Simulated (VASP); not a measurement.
# Ge (Fd-3m) in VASP: notebook

The runs below take Ge through single point, relaxation of volume and atoms at fixed shape, with LDA.

Program: VASP 6.6.1. These are calculated values, not measurements. Logs are shortened: lines on timing, memory, paths and dates and some standing lists are left out, and cuts for length are marked.

**Experimental background.**

From “Electronic and optical properties of SixGe1-x-ySny alloys lattice-matched to Ge”, 2021, arxiv:2109.02782, for a bulk crystal of Ge at 300 K: band gap 0.807 eV (direct).

The results are compared with them further down.

### 1 The cell of the first run

Symmetry: Fd-3m, No. 227, cubic system. Conventional cell: a = 5.623 Å, b = 5.623 Å, c = 5.623 Å, α = 90.00°, β = 90.00°, γ = 90.00°. Ge (site symmetry -43m) has 4 Ge at 2.43 Å within 3.2 Å.

### 2 Single point, LDA

INCAR

```
PREC = Accurate
ENCUT = 520
EDIFF = 1E-6
ISMEAR = -1
SIGMA = 0.02
LREAL = F
LASPH = T
NELM = 60
ALGO = Normal
ISIF = 2
LWAVE = F
LCHARG = F
NBANDS = 21
```

KPOINTS

```
regular mesh
0
Gamma
  7 7 7
```

POSCAR

```
Ge
1.0
    0.0000000000      2.8112882311      2.8112882311
    2.8112882311      0.0000000000      2.8112882311
    2.8112882311      2.8112882311      0.0000000000
Ge
2
Direct
    0.0000000000      0.0000000000      0.0000000000
    0.2500000000      0.2500000000      0.2500000000
```

Potentials or basis: VASP PAW LDA potentials, release 64 (Ge_d).

The run is started by

```
cat potpaw_LDA.64/Ge_d/POTCAR > POTCAR
mpirun -np 1 vasp_std > vasp.out
```

OUTCAR:

```text
PREC = Accurate
   ENCUT = 520
   EDIFF = 1E-6
   ISMEAR = -1
   LREAL = F
   LASPH = T
   NELM = 60
   ISIF = 2

 ion  position               nearest neighbor table
   1  0.000  0.000  0.000-   2 2.43   2 2.43   2 2.43   2 2.43
   2  0.250  0.250  0.250-   1 2.43   1 2.43   1 2.43   1 2.43

  LATTYP: Found a face centered cubic cell.
 ALAT       =     5.6225764622

  Lattice vectors:

 A1 = (   0.0000000000,   2.8112882311,   2.8112882311)
 A2 = (   2.8112882311,   0.0000000000,   2.8112882311)
 A3 = (   2.8112882311,   2.8112882311,   0.0000000000)

Analysis of symmetry for initial positions (statically):
=====================================================================
 Subroutine PRICEL returns:
 Original cell was already a primitive cell.

 Routine SETGRP: Setting up the symmetry group for a
 face centered cubic supercell.

 Subroutine GETGRP returns: Found 48 space group operations
 (whereof 24 operations were pure point group operations)
 out of a pool of 48 trial point group operations.

The static configuration has the point symmetry T_d .
 The point group associated with its full space group is O_h .

Analysis of symmetry for dynamics (positions and initial velocities):
=====================================================================
 Subroutine PRICEL returns:
 Original cell was already a primitive cell.

 Routine SETGRP: Setting up the symmetry group for a
 face centered cubic supercell.

 Subroutine GETGRP returns: Found 48 space group operations
 (whereof 24 operations were pure point group operations)
 out of a pool of 48 trial point group operations.

The dynamic configuration has the point symmetry T_d .
 The point group associated with its full space group is O_h .

 Subroutine INISYM returns: Found 48 space group operations
 (whereof 24 operations are pure point group operations),
 and found     1 'primitive' translations

----------------------------------------------------------------------------------------

                                     Primitive cell

  volume of cell :      44.4371

  direct lattice vectors                    reciprocal lattice vectors
     0.000000000  2.811288231  2.811288231    -0.177854407  0.177854407  0.177854407
     2.811288231  0.000000000  2.811288231     0.177854407 -0.177854407  0.177854407
     2.811288231  2.811288231  0.000000000     0.177854407  0.177854407 -0.177854407

  length of vectors
     3.975761944  3.975761944  3.975761944     0.308052869  0.308052869  0.308052869

  position of ions in fractional coordinates (direct lattice)
     0.000000000  0.000000000  0.000000000
     0.250000000  0.250000000  0.250000000

  ion indices of the primitive-cell ions
   primitive index   ion index
                 1           1
                 2           2

----------------------------------------------------------------------------------------

 KPOINTS: regular mesh

Automatic generation of k-mesh.
 Grid dimensions read from file:
 generate k-points for:    7    7    7

 Generating k-lattice:

  Cartesian coordinates                     Fractional coordinates (reciprocal lattice)
    -0.025407772  0.025407772  0.025407772     0.142857143  0.000000000  0.000000000
     0.025407772 -0.025407772  0.025407772     0.000000000  0.142857143  0.000000000
     0.025407772  0.025407772 -0.025407772     0.000000000  0.000000000  0.142857143

  Length of vectors
     0.044007553  0.044007553  0.044007553

  Shift w.r.t. Gamma in fractional coordinates (k-lattice)
     0.000000000  0.000000000  0.000000000

 Subroutine IBZKPT returns following result:
 ===========================================

 Found     20 irreducible k-points:

 Following reciprocal coordinates:
            Coordinates               Weight
  0.000000  0.000000  0.000000      1.000000
  0.142857  0.000000  0.000000      8.000000
  0.285714  0.000000  0.000000      8.000000
  0.428571  0.000000  0.000000      8.000000
  0.142857  0.142857  0.000000      6.000000
  0.285714  0.142857  0.000000     24.000000
[... 12 lines left out ...]
 -0.428571  0.428571  0.142857     24.000000
 -0.285714  0.428571  0.142857     24.000000
   k-points           NKPTS =     20   k-points in BZ     NKDIM =     20   number of bands    NBANDS=     21
   number of dos      NEDOS =    301   number of ions     NIONS =      2
   total plane-waves  NPLWV =  27000
   dimension x,y,z NGX =    30 NGY =   30 NGZ =   30
   dimension x,y,z NGXF=    60 NGYF=   60 NGZF=   60
   ions per type =               2
   NGX,Y,Z   is equivalent  to a cutoff of  12.54, 12.54, 12.54 a.u.
   NGXF,Y,Z  is equivalent  to a cutoff of  25.09, 25.09, 25.09 a.u.
 SYSTEM =  unknown system
   PREC   = accura    normal or accurate (medium, high low for compatibility)
   ISTART =      0    job   : 0-new  1-cont  2-samecut
   ICHARG =      2    charge: 1-file 2-atom 10-const
   ISPIN  =      1    spin polarized calculation?
   LNONCOLLINEAR =      F non collinear calculations
   LSORBIT =      F    spin-orbit coupling
   LASPH  =      T    aspherical Exc in radial PAW
   ENCUT  =  520.0 eV  38.22 Ry    6.18 a.u.   7.39  7.39  7.39*2*pi/ulx,y,z
   NELM   =     60;   NELMIN=  2; NELMDL= -5     # of ELM steps
   EDIFF  = 0.1E-05   stopping-criterion for ELM
   LREAL  =      F    real-space projection
   EDIFFG = 0.1E-04   stopping-criterion for IOM
   NSW    =      0    number of steps for IOM
   IBRION =     -1    ionic relax: 0-MD 1-quasi-New 2-CG
   NFREE  =      0    steps in history (QN), initial steepest desc. (CG)
   ISIF   =      2    stress and relaxation
   ISYM   =      2    0-nonsym 1-usesym 2-fastsym
   POTIM  = 0.5000    time-step for ionic-motion
   TEBEG  =    0.0;   TEEND  =   0.0 temperature during run
   PSTRESS=    0.0 pullay stress
   NELECT =      28.0000    total number of electrons
   NUPDOWN=      -1.0000    fix difference up-down
   EMIN   =  10.00;   EMAX   =-10.00  energy-range for DOS
   EFERMI =   0.00;   METHOD = LEGACY
   ISMEAR =    -1;   SIGMA  =   0.02  broadening in eV -4-tet -1-fermi 0-gaus
   EFERMI_NEDOS =   21; number of points for ismear=-14 and -15
   IALGO  =     38    algorithm
   IMIX   =      4    mixing-type and parameters
     AMIX     =   0.40;   BMIX     =  1.00
     AMIX_MAG =   1.60;   BMIX_MAG =  1.00
  volume/ion in A,a.u.               =      22.22       149.94
  Fermi-wavevector in a.u.,A,eV,Ry     =   1.403499  2.652229 26.800888  1.969810
  Thomas-Fermi vector in A             =   2.526155
   LORBIT       =      0    0 simple, 1 ext, 2 COOP (PROOUT), +10 PAW based schemes
   GGA     = CA    functional components
   LHFCALC =     F    Hartree Fock is set to
   AEXX    =    0.0000 exact exchange contribution
   IVDW    =     0    specifies the selected vdW correction
   LEPSILON=     F    determine dielectric tensor
   LRPA    =     F    only Hartree local field effects (RPA)
 non-spin polarized calculation
  energy-cutoff  :      520.00
  volume of cell :       44.44
 maximum number of plane-waves:      1243
 NGX is ok and might be reduce to    30
   NGX = 15   NGY = 15   NGZ = 15

 number of electron      28.0000032 magnetization

 Free energy of the ion-electron system (eV)
  ---------------------------------------------------
  ext. energy  EPLUGINS =         0.00000000
  ---------------------------------------------------
  free energy    TOTEN  =       -10.36908140 eV

  energy without entropy =      -10.36882704  energy(sigma->0) =      -10.36895422

 E-fermi :   4.9437     XC(G=0): -10.3748

 val. band max:        4.9410663085   @ k =   0.0000   0.0000   0.0000
 cond. band min:       5.0784143508   @ k =   0.4286   0.0000   0.0000
 fundamental gap:      0.1373480423
 Fermi energy:         4.9436526974

 k-point     1 :       0.0000    0.0000    0.0000
  band No.  band energies     occupation
      1     -20.0532      2.00000
      2     -20.0532      2.00000
      3     -20.0532      2.00000
      4     -20.0151      2.00000
      5     -20.0151      2.00000
      6     -19.7941      2.00000
[... 13 lines left out ...]
     20      14.5116      0.00000
     21      14.5116      0.00000

 k-point     2 :       0.1429    0.0000    0.0000
  band No.  band energies     occupation
      1     -20.0634      2.00000
      2     -20.0634      2.00000
      3     -20.0498      2.00000
      4     -20.0004      2.00000
      5     -20.0004      2.00000
      6     -19.8086      2.00000
[... 13 lines left out ...]
     20      13.4184      0.00000
     21      13.4184      0.00000

 k-point     3 :       0.2857    0.0000    0.0000
  band No.  band energies     occupation
      1     -20.0743      2.00000
      2     -20.0743      2.00000
      3     -20.0421      2.00000
      4     -19.9810      2.00000
      5     -19.9810      2.00000
      6     -19.8234      2.00000
[... 13 lines left out ...]
     20      13.4761      0.00000
     21      13.4761      0.00000

 k-point     4 :       0.4286    0.0000    0.0000
  band No.  band energies     occupation
      1     -20.0784      2.00000
      2     -20.0784      2.00000
      3     -20.0357      2.00000
      4     -19.9720      2.00000
      5     -19.9720      2.00000
      6     -19.8291      2.00000
[... 13 lines left out ...]
     20      15.3005      0.00000
     21      15.3005      0.00000

 k-point     5 :       0.1429    0.1429    0.0000
  band No.  band energies     occupation
      1     -20.0620      2.00000
      2     -20.0607      2.00000
      3     -20.0607      2.00000
      4     -20.0028      2.00000
      5     -19.9842      2.00000
      6     -19.8372      2.00000
[... 13 lines left out ...]
     20      12.7503      0.00000
     21      14.8620      0.00000

 k-point     6 :       0.2857    0.1429    0.0000
  band No.  band energies     occupation
      1     -20.0793      2.00000
      2     -20.0704      2.00000
      3     -20.0473      2.00000
      4     -19.9852      2.00000
      5     -19.9604      2.00000
      6     -19.8614      2.00000
[... 13 lines left out ...]
     20      14.1598      0.00000
     21      14.7839      0.00000

 k-point     7 :       0.4286    0.1429    0.0000
  band No.  band energies     occupation
      1     -20.0912      2.00000
      2     -20.0786      2.00000
      3     -20.0274      2.00000
      4     -19.9675      2.00000
      5     -19.9511      2.00000
      6     -19.8658      2.00000
[... 13 lines left out ...]
     20      15.3177      0.00000
     21      16.1412      0.00000
[... 195 lines left out ...]
      1     -20.0987      2.00000
      2     -20.0891      2.00000
      3     -19.9981      2.00000
      4     -19.9732      2.00000
      5     -19.8984      2.00000
      6     -19.8919      2.00000
[... 13 lines left out ...]
     20      16.1532      0.00000
     21      17.6271      0.00000

 k-point    17 :       0.4286    0.2857    0.1429
  band No.  band energies     occupation
      1     -20.0869      2.00000
      2     -20.0868      2.00000
      3     -20.0265      2.00000
      4     -19.9683      2.00000
      5     -19.9348      2.00000
      6     -19.8868      2.00000
[... 13 lines left out ...]
     20      15.2999      0.00000
     21      16.2088      0.00000

 k-point    18 :      -0.4286    0.2857    0.1429
  band No.  band energies     occupation
      1     -20.1012      2.00000
      2     -20.0907      2.00000
      3     -20.0009      2.00000
      4     -19.9493      2.00000
      5     -19.9246      2.00000
      6     -19.8919      2.00000
[... 13 lines left out ...]
     20      15.3543      0.00000
     21      16.6109      0.00000

 k-point    19 :      -0.4286    0.4286    0.1429
  band No.  band energies     occupation
      1     -20.0975      2.00000
      2     -20.0962      2.00000
      3     -19.9970      2.00000
      4     -19.9473      2.00000
      5     -19.9230      2.00000
      6     -19.8808      2.00000
[... 13 lines left out ...]
     20      16.0797      0.00000
     21      17.8376      0.00000

 k-point    20 :      -0.2857    0.4286    0.1429
  band No.  band energies     occupation
      1     -20.1064      2.00000
      2     -20.0969      2.00000
      3     -19.9793      2.00000
      4     -19.9298      2.00000
      5     -19.9159      2.00000
      6     -19.8908      2.00000
[... 13 lines left out ...]
     20      15.7377      0.00000
     21      18.0225      0.00000

------------------------ aborting loop because EDIFF is reached ----------------------------------------

  FORCE on cell =-STRESS in cart. coord.  units (eV):
  Direction    XX          YY          ZZ          XY          YZ          ZX
  --------------------------------------------------------------------------------------
  -------------------------------------------------------------------------------------
  Total        0.0367533      0.0367533      0.0367533      0.0000000      0.0000000     -0.0000000
  in kB        1.3251381      1.3251381      1.3251381      0.0000000      0.0000000     -0.0000000
  external PRESSURE =       1.3251381 kB  Pullay stress =       0.0000000 kB

 VOLUME and BASIS-vectors are now :
 -----------------------------------------------------------------------------
  energy-cutoff  :      520.00
  volume of cell :       44.44
      direct lattice vectors                 reciprocal lattice vectors
     0.000000000  2.811288231  2.811288231    -0.177854407  0.177854407  0.177854407
     2.811288231  0.000000000  2.811288231     0.177854407 -0.177854407  0.177854407
     2.811288231  2.811288231  0.000000000     0.177854407  0.177854407 -0.177854407

 POSITION                                       TOTAL-FORCE (eV/Angst)
 -----------------------------------------------------------------------------------
      0.00000      0.00000      0.00000        -0.000000     -0.000000     -0.000000
      1.40564      1.40564      1.40564         0.000000      0.000000      0.000000
 -----------------------------------------------------------------------------------
    total drift:                                0.000000     -0.000000      0.000000

  FREE ENERGIE OF THE ION-ELECTRON SYSTEM (eV)
  ---------------------------------------------------
  free  energy   TOTEN  =       -10.3690813989 eV

  energy  without entropy=      -10.3688270354  energy(sigma->0) =      -10.36895422
```

Run time: 22 s. Hardware: 1 thread of AMD EPYC 7R13, shared host; peak memory 0.12 GiB.

Results:

- Free energy: -10.3691 eV
- Pressure: 0.1 GPa
- Band gap on the k mesh: 0.03 eV

Levels at points of the mesh, in eV from the valence-band top:
```tsv
k point	band 10	band 11	band 12	band 13	band 14	band 15	band 16	band 17	band 18	band 19
(0.00, 0.00, 0.00)	-24.69	-12.95	0.00	0.00	0.00	0.03	2.53	2.53	2.53	6.25
```

Caveat: the smearing spreads over this small gap; semilocal functionals underestimate gaps, and a narrow one can read as zero; an odd mesh through Γ misses points on the zone boundary, where band edges can lie.

### 3 Relaxation of volume and atoms at fixed shape, LDA

This run uses another cell than the first one, of 22.64 Å³/atom.

INCAR

```
ALGO = Normal ; EDIFF = 1E-6
EDIFFG = -0.03 ; ENCUT = 600
GGA = CA ; IBRION = 2
ISIF = 8 ; ISMEAR = -1
LASPH = T ; LCHARG = F
LREAL = F ; LWAVE = F
NELM = 100 ; NSW = 80
PREC = Accurate ; SIGMA = 0.02
```

KPOINTS

```
k-points
0
Gamma
  7 7 7
```

POSCAR

```
Ge
1.0
    0.0000000000      2.8289100000      2.8289100000
    2.8289100000      0.0000000000      2.8289100000
    2.8289100000      2.8289100000      0.0000000000
Ge
2
Direct
    0.0000000000      0.0000000000      0.0000000000
    0.2500000000      0.2500000000      0.2500000000
```

Potentials or basis: VASP PAW LDA potentials, release 64 (Ge_d).

The run is started by

```
cat potpaw_LDA.64/Ge_d/POTCAR > POTCAR
mpirun -np 1 vasp_std > vasp.out
```

Wall time 48 s (1 thread of AMD EPYC 7R13, shared host); peak memory 0.13 GiB.

It converged, with:

| Quantity | Value |
| --- | --- |
| Free energy | -10.3693 eV |
| Relaxed volume | 22.24 Å³/atom |
| Relaxed cell | a = 3.977 Å, b = 3.977 Å, c = 3.977 Å, α = 60.00°, β = 60.00°, γ = 60.00° |
| Space group after relaxing (to 0.1 Å) | Fd-3m (No. 227) |
| Energy gained by relaxing | 1.4 meV/atom |
| Ionic steps | 3 |
| Pressure after relaxing | 0.0 GPa |
| Band gap on the k mesh | 0.02 eV |

The path:
| step | energy change (eV) | largest force (eV/Å) | pressure (GPa) | volume (Å³) |
| --- | --- | --- | --- | --- |
| 1 | 0.0000 | 0.0000 | -1.14 | 45.28 |
| 2 | -0.0024 | 0.0000 | 0.23 | 44.23 |
| 3 | -0.0027 | 0.0000 | -0.01 | 44.47 |

Final structure:
```
Ge
1.0
     0.00000    2.81208    2.81208
     2.81208    0.00000    2.81208
     2.81208    2.81208    0.00000
Ge
2
Direct
  0.00000 0.00000 0.00000
  0.25000 0.25000 0.25000
```

Levels at points of the mesh, in eV from the valence-band top:
```csv
k point,band 12,band 13,band 14,band 15,band 16,band 17
"(0.00, 0.00, 0.00)",0.00,0.00,0.00,0.02,2.53,2.53
```

Caveat: the smearing spreads over this small gap; semilocal functionals underestimate gaps, and a narrow one can read as zero; an odd mesh through Γ misses points on the zone boundary, where band edges can lie.

### 4 Comparison with measurements

Step 2. Measured gap of Ge: 0.807 eV (direct; 300 K; “Electronic and optical properties of SixGe1-x-ySny alloys lattice-matched to Ge”, 2021, arxiv:2109.02782). This calculation gives 0.03 eV (-0.78 eV). 3 values of this kind are on record (0.666 to 0.807 eV); this one was drawn at random among those near their median. Spin-orbit coupling on Ge is left out. The value is that of LDA on a finite k mesh, which can miss the band edges, without temperature or zero-point motion. Semilocal functionals fall short of measured gaps as a rule.

The gap in the log of VASP goes by the Fermi energy; the results here count the filled bands.